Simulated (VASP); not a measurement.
# Sn5P2S2 (P6/mmm) in VASP: single point with PBE

Aim: the single point of Sn5P2S2 with PBE.

All numbers are computed with VASP 6.6.1; they aren't measurements. Logs are shortened: lines on timing, memory, paths and dates and some standing lists are left out, and cuts for length are marked.

### 1 The cell of the first run

Symmetry: P6/mmm, No. 191, hexagonal system. Conventional cell: a = 5.272 Å, b = 5.272 Å, c = 8.833 Å, α = 90.00°, β = 90.00°, γ = 120.00°. Within 3.6 Å of Sn (site symmetry 3m) lie 1 P at 2.77 Å and 4 Sn at 3.04 to 3.30 Å and 3 S at 3.05 Å. Within 3.5 Å of Sn (site symmetry 6/mmm) lie 2 S at 2.66 Å and 6 P at 3.04 Å. P (site symmetry -6m2) has 5 Sn at 2.77 to 3.04 Å and 3 P at 3.04 Å within 3.6 Å. Within 3.6 Å of S (site symmetry 6mm) lie 7 Sn at 2.66 to 3.05 Å and 1 S at 3.51 Å.

The cell was generated, and may not be a known phase.

### 2 Single point, PBE

File INCAR:

```
SYSTEM = Sn5P2S2
  ALGO = Normal
  EDIFF = 1E-6
  ENCUT = 500
  GGA = PE
  GGA_COMPAT = .False.
  ISIF = 2
  ISMEAR = 0
  LASPH = .True.
  LCHARG = .True.
  LELF = .True.
  LREAL = .False.
  LVHAR = .True.
  LWAVE = .False.
  NBANDS = 56
  NELM = 120
  PREC = Accurate
  SIGMA = 0.1
```

File KPOINTS:

```
k-points
0
Gamma
  12 12 4
  0 0 0
```

File POSCAR:

```
Sn5P2S2
1.0
    5.2718783186      0.0000000000      0.0000000000
   -2.6359391593      4.5655805496      0.0000000000
    0.0000000000      0.0000000000      8.8327545685
Sn P S
5 2 2
Direct
    0.3333333333      0.6666666667      0.3131229944
    0.3333333333      0.6666666667      0.6868770056
    0.6666666667      0.3333333333      0.6868770056
    0.6666666667      0.3333333333      0.3131229944
    0.0000000000      0.0000000000      0.0000000000
    0.3333333333      0.6666666667      0.0000000000
    0.6666666667      0.3333333333      0.0000000000
    0.0000000000      0.0000000000      0.3011859918
    0.0000000000      0.0000000000      0.6988140082
```

Potentials or basis: VASP PAW PBE potentials, release 64 (Sn_d, P, S).

The run is started by

```sh
$ cat potpaw_PBE.64/Sn_d/POTCAR potpaw_PBE.64/P/POTCAR potpaw_PBE.64/S/POTCAR > POTCAR
$ mpirun -np 1 vasp_std > vasp.out
```

OUTCAR:

```text
SYSTEM = Sn5P2S2
   EDIFF = 1E-6
   ENCUT = 500
   GGA = PE
   ISIF = 2
   ISMEAR = 0
   LASPH = .True.
   LREAL = .False.
   NELM = 120
   PREC = Accurate

 ion  position               nearest neighbor table
   1  0.333  0.667  0.313-   6 2.77   4 3.04   4 3.04   4 3.04   8 3.05   8 3.05   8 3.05   2 3.30

   2  0.333  0.667  0.687-   6 2.77   3 3.04   3 3.04   3 3.04   9 3.05   9 3.05   9 3.05   1 3.30

   3  0.667  0.333  0.687-   7 2.77   2 3.04   2 3.04   2 3.04   9 3.05   9 3.05   9 3.05   4 3.30

   4  0.667  0.333  0.313-   7 2.77   1 3.04   1 3.04   1 3.04   8 3.05   8 3.05   8 3.05   3 3.30

   5  0.000  0.000  0.000-   8 2.66   9 2.66   6 3.04   7 3.04   7 3.04   6 3.04   7 3.04   6 3.04

   6  0.333  0.667  0.000-   1 2.77   2 2.77   5 3.04   5 3.04   5 3.04
   7  0.667  0.333  0.000-   3 2.77   4 2.77   5 3.04   5 3.04   5 3.04
   8  0.000  0.000  0.301-   5 2.66   4 3.05   1 3.05   4 3.05   1 3.05   4 3.05   1 3.05
   9  0.000  0.000  0.699-   5 2.66   3 3.05   2 3.05   3 3.05   2 3.05   3 3.05   2 3.05

  LATTYP: Found a hexagonal cell.
 ALAT       =     5.2718783186
 C/A-ratio  =     1.6754473519

  Lattice vectors:

 A1 = (   5.2718783186,   0.0000000000,   0.0000000000)
 A2 = (  -2.6359391593,   4.5655805496,   0.0000000000)
 A3 = (   0.0000000000,   0.0000000000,   8.8327545685)

Analysis of symmetry for initial positions (statically):
=====================================================================
 Subroutine PRICEL returns:
 Original cell was already a primitive cell.

 Routine SETGRP: Setting up the symmetry group for a
 hexagonal supercell.

 Subroutine GETGRP returns: Found 24 space group operations
 (whereof 24 operations were pure point group operations)
 out of a pool of 24 trial point group operations.

The static configuration has the point symmetry D_6h.

Analysis of symmetry for dynamics (positions and initial velocities):
=====================================================================
 Subroutine PRICEL returns:
 Original cell was already a primitive cell.

 Routine SETGRP: Setting up the symmetry group for a
 hexagonal supercell.

 Subroutine GETGRP returns: Found 24 space group operations
 (whereof 24 operations were pure point group operations)
 out of a pool of 24 trial point group operations.

The dynamic configuration has the point symmetry D_6h.

 Subroutine INISYM returns: Found 24 space group operations
 (whereof 24 operations are pure point group operations),
 and found     1 'primitive' translations

----------------------------------------------------------------------------------------

                                     Primitive cell

  volume of cell :     212.5972

  direct lattice vectors                    reciprocal lattice vectors
     5.271878319  0.000000000  0.000000000     0.189685713  0.109515098  0.000000000
    -2.635939159  4.565580550  0.000000000     0.000000000  0.219030195  0.000000000
     0.000000000  0.000000000  8.832754569     0.000000000  0.000000000  0.113214965

  length of vectors
     5.271878319  5.271878319  8.832754569     0.219030195  0.219030195  0.113214965

  position of ions in fractional coordinates (direct lattice)
     0.333333333  0.666666667  0.313122994
     0.333333333  0.666666667  0.686877006
     0.666666667  0.333333333  0.686877006
     0.666666667  0.333333333  0.313122994
     0.000000000  0.000000000  0.000000000
     0.333333333  0.666666667  0.000000000
     0.666666667  0.333333333  0.000000000
     0.000000000  0.000000000  0.301185992
     0.000000000  0.000000000  0.698814008

  ion indices of the primitive-cell ions
   primitive index   ion index
                 1           1
                 2           2
                 3           3
                 4           4
                 5           5
                 6           6
                 7           7
                 8           8
                 9           9

----------------------------------------------------------------------------------------

 KPOINTS: k-points

Automatic generation of k-mesh.
 Grid dimensions read from file:
 generate k-points for:   12   12    4

 Generating k-lattice:

  Cartesian coordinates                     Fractional coordinates (reciprocal lattice)
     0.015807143  0.009126258  0.000000000     0.083333333  0.000000000  0.000000000
     0.000000000  0.018252516  0.000000000     0.000000000  0.083333333  0.000000000
     0.000000000  0.000000000  0.028303741     0.000000000  0.000000000  0.250000000

  Length of vectors
     0.018252516  0.018252516  0.028303741

  Shift w.r.t. Gamma in fractional coordinates (k-lattice)
     0.000000000  0.000000000  0.000000000

 Subroutine IBZKPT returns following result:
 ===========================================

 Found     57 irreducible k-points:

 Following reciprocal coordinates:
            Coordinates               Weight
  0.000000  0.000000  0.000000      1.000000
  0.083333  0.000000  0.000000      6.000000
  0.166667 -0.000000  0.000000      6.000000
  0.250000  0.000000  0.000000      6.000000
  0.333333  0.000000  0.000000      6.000000
  0.416667  0.000000  0.000000      6.000000
[... 16 lines left out ...]
  0.250000  0.000000  0.250000     12.000000
  0.333333  0.000000  0.250000     12.000000
 [... further k-points ...]
   k-points           NKPTS =     57   k-points in BZ     NKDIM =     57   number of bands    NBANDS=     56
   number of dos      NEDOS =    301   number of ions     NIONS =      9
   total plane-waves  NPLWV = 102400
   dimension x,y,z NGX =    40 NGY =   40 NGZ =   64
   dimension x,y,z NGXF=    80 NGYF=   80 NGZF=  128
   ions per type =               5   2   2
   NGX,Y,Z   is equivalent  to a cutoff of  12.61, 12.61, 12.05 a.u.
   NGXF,Y,Z  is equivalent  to a cutoff of  25.23, 25.23, 24.09 a.u.
 SYSTEM =  Sn5P2S2
   PREC   = accura    normal or accurate (medium, high low for compatibility)
   ISTART =      0    job   : 0-new  1-cont  2-samecut
   ICHARG =      2    charge: 1-file 2-atom 10-const
   ISPIN  =      1    spin polarized calculation?
   LNONCOLLINEAR =      F non collinear calculations
   LSORBIT =      F    spin-orbit coupling
   LASPH  =      T    aspherical Exc in radial PAW
   ENCUT  =  500.0 eV  36.75 Ry    6.06 a.u.   9.61  9.61 16.10*2*pi/ulx,y,z
   NELM   =    120;   NELMIN=  2; NELMDL= -5     # of ELM steps
   EDIFF  = 0.1E-05   stopping-criterion for ELM
   LREAL  =      F    real-space projection
   EDIFFG = 0.1E-04   stopping-criterion for IOM
   NSW    =      0    number of steps for IOM
   IBRION =     -1    ionic relax: 0-MD 1-quasi-New 2-CG
   NFREE  =      0    steps in history (QN), initial steepest desc. (CG)
   ISIF   =      2    stress and relaxation
   ISYM   =      2    0-nonsym 1-usesym 2-fastsym
   POTIM  = 0.5000    time-step for ionic-motion
   TEBEG  =    0.0;   TEEND  =   0.0 temperature during run
   PSTRESS=    0.0 pullay stress
   NELECT =      92.0000    total number of electrons
   NUPDOWN=      -1.0000    fix difference up-down
   EMIN   =  10.00;   EMAX   =-10.00  energy-range for DOS
   EFERMI =   0.00;   METHOD = LEGACY
   ISMEAR =     0;   SIGMA  =   0.10  broadening in eV -4-tet -1-fermi 0-gaus
   EFERMI_NEDOS =   21; number of points for ismear=-14 and -15
   IALGO  =     38    algorithm
   IMIX   =      4    mixing-type and parameters
     AMIX     =   0.40;   BMIX     =  1.00
     AMIX_MAG =   1.60;   BMIX_MAG =  1.00
  volume/ion in A,a.u.               =      23.62       159.41
  Fermi-wavevector in a.u.,A,eV,Ry     =   1.238278  2.340007 20.862263  1.533333
  Thomas-Fermi vector in A             =   2.372810
   LORBIT       =      0    0 simple, 1 ext, 2 COOP (PROOUT), +10 PAW based schemes
   GGA     = PE    functional components
   LHFCALC =     F    Hartree Fock is set to
   AEXX    =    0.0000 exact exchange contribution
   IVDW    =     0    specifies the selected vdW correction
   LEPSILON=     F    determine dielectric tensor
   LRPA    =     F    only Hartree local field effects (RPA)
 non-spin polarized calculation
 Gauss-broadening in eV      SIGMA  =   0.10
  energy-cutoff  :      500.00
  volume of cell :      212.60
 maximum number of plane-waves:      5468
 NGX is ok and might be reduce to    40
   NGX = 19   NGY = 19   NGZ = 33

 number of electron      91.9999974 magnetization

 Free energy of the ion-electron system (eV)
  ---------------------------------------------------
  ext. energy  EPLUGINS =         0.00000000
  ---------------------------------------------------
  free energy    TOTEN  =       -37.15594856 eV

  energy without entropy =      -37.13538754  energy(sigma->0) =      -37.14566805

 E-fermi :   7.1189     XC(G=0): -10.1724

 val. band max:        7.1070694267   @ k =   0.3333   0.0833   0.2500
 cond. band min:       7.1286083851   @ k =   0.3333   0.0833   0.0000
 fundamental gap:      0.0215389583
 Fermi energy:         7.1189063435

 k-point     1 :       0.0000    0.0000    0.0000
  band No.  band energies     occupation
      1     -14.5126      2.00000
      2     -14.4625      2.00000
      3     -14.4625      2.00000
      4     -14.4595      2.00000
      5     -14.4595      2.00000
      6     -14.4293      2.00000
[... 48 lines left out ...]
     55      11.9647      0.00000
     56      13.0488      0.00000

 k-point     2 :       0.0833    0.0000    0.0000
  band No.  band energies     occupation
      1     -14.5121      2.00000
      2     -14.4690      2.00000
      3     -14.4680      2.00000
      4     -14.4659      2.00000
      5     -14.4642      2.00000
      6     -14.4308      2.00000
[... 48 lines left out ...]
     55      11.8806      0.00000
     56      12.8020      0.00000

 k-point     3 :       0.1667   -0.0000    0.0000
  band No.  band energies     occupation
      1     -14.5114      2.00000
      2     -14.4836      2.00000
      3     -14.4805      2.00000
      4     -14.4803      2.00000
      5     -14.4768      2.00000
      6     -14.4323      2.00000
[... 1172 lines left out ...]
 k-point    23 :       0.2500    0.0000    0.2500
  band No.  band energies     occupation
      1     -14.5136      2.00000
      2     -14.4998      2.00000
      3     -14.4963      2.00000
      4     -14.4923      2.00000
      5     -14.4891      2.00000
      6     -14.4343      2.00000
[... 48 lines left out ...]
     55      11.1362      0.00000
     56      11.1655      0.00000

 k-point    24 :       0.3333    0.0000    0.2500
  band No.  band energies     occupation
      1     -14.5227      2.00000
      2     -14.5132      2.00000
      3     -14.5095      2.00000
      4     -14.5061      2.00000
      5     -14.4906      2.00000
      6     -14.4340      2.00000
[... 48 lines left out ...]
     55      10.8451      0.00000
     56      11.0762      0.00000

 [... further k-points ...]
[... 5 lines left out ...]
  --------------------------------------------------------------------------------------
  -------------------------------------------------------------------------------------
  Total       -0.0750879     -0.0750879     -0.0885599     -0.0000000     -0.0000000      0.0000000
  in kB       -0.5658782     -0.5658782     -0.6674062     -0.0000000     -0.0000000      0.0000000
  external PRESSURE =      -0.5997209 kB  Pullay stress =       0.0000000 kB

 VOLUME and BASIS-vectors are now :
 -----------------------------------------------------------------------------
  energy-cutoff  :      500.00
  volume of cell :      212.60
      direct lattice vectors                 reciprocal lattice vectors
     5.271878319  0.000000000  0.000000000     0.189685713  0.109515098  0.000000000
    -2.635939159  4.565580550  0.000000000     0.000000000  0.219030195  0.000000000
     0.000000000  0.000000000  8.832754569     0.000000000  0.000000000  0.113214965

 POSITION                                       TOTAL-FORCE (eV/Angst)
 -----------------------------------------------------------------------------------
     -0.00000      3.04372      2.76574         0.000000     -0.000000     -0.001019
     -0.00000      3.04372      6.06702         0.000000     -0.000000      0.001019
      2.63594      1.52186      6.06702        -0.000000      0.000000      0.001019
      2.63594      1.52186      2.76574        -0.000000      0.000000     -0.001019
      0.00000      0.00000      0.00000         0.000000     -0.000000     -0.000000
     -0.00000      3.04372      0.00000        -0.000000     -0.000000     -0.000000
      2.63594      1.52186      0.00000         0.000000     -0.000000     -0.000000
      0.00000      0.00000      2.66030        -0.000000      0.000000      0.000903
      0.00000      0.00000      6.17245         0.000000     -0.000000     -0.000903
 -----------------------------------------------------------------------------------
    total drift:                                0.000000      0.000000     -0.000000

  FREE ENERGIE OF THE ION-ELECTRON SYSTEM (eV)
  ---------------------------------------------------
  free  energy   TOTEN  =       -37.1559485647 eV

  energy  without entropy=      -37.1353875410  energy(sigma->0) =      -37.14566805
```

It took 5.8 min on 1 thread of AMD EPYC 9R45 (Zen 5), shared host; peak memory 0.61 GiB.

What came out:

* Free energy: -37.1559 eV
* Pressure: -0.1 GPa
* Band gap on the k mesh: zero (bands 46 and 47 overlap by 2.36 eV)

Caveat: spin-orbit coupling is left out, which moves the levels of the heavy elements.

The gap in the log of VASP goes by the Fermi energy; the results here count the filled bands.